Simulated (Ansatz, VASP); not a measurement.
# BiTe: VASP beside Ansatz

```
Bi Te
1.0
     1.71175    4.27937    4.27937
     4.27937    1.71175    4.27937
     4.27937    4.27937    1.71175
Bi Te
1 1
Direct
  0.00000 0.00000 0.00000
  0.50000 0.50000 0.50000
```

Alike in both runs: task single point; functional LDA; k mesh 14 × 14 × 14; occupations gaussian, width 0.15 eV; no spin polarisation.

|  | VASP | Ansatz |
| --- | --- | --- |
| version | VASP 6.6.1 | Ansatz 0.2.0 |
| potentials or method | VASP PAW LDA potentials, release 64 (Bi_d, Te), cutoff 520 eV | scalar-relativistic, plane waves, PAW |
| valence electrons in the cell | 21 | 31 |

|  | VASP | Ansatz | Ansatz less VASP |
| --- | --- | --- | --- |
| gap on the k mesh at the Fermi level (eV) | none | none | - |
| pressure (GPa) | -7.7 | -7.7 | +0.04 |
| traceless stress, the component that is largest in VASP (GPa) | -0.40 | -0.39 | +0.001 |

LDA's correlation is that of Perdew and Zunger in VASP and of Perdew and Wang (1992) in Ansatz. A gap of «none» marks a metal or a gap that the smearing closes. VASP's potentials hold 21 valence electrons a cell and Ansatz's 31, so a difference there can come from the potentials and not from the codes.

Spin-orbit coupling is off throughout.
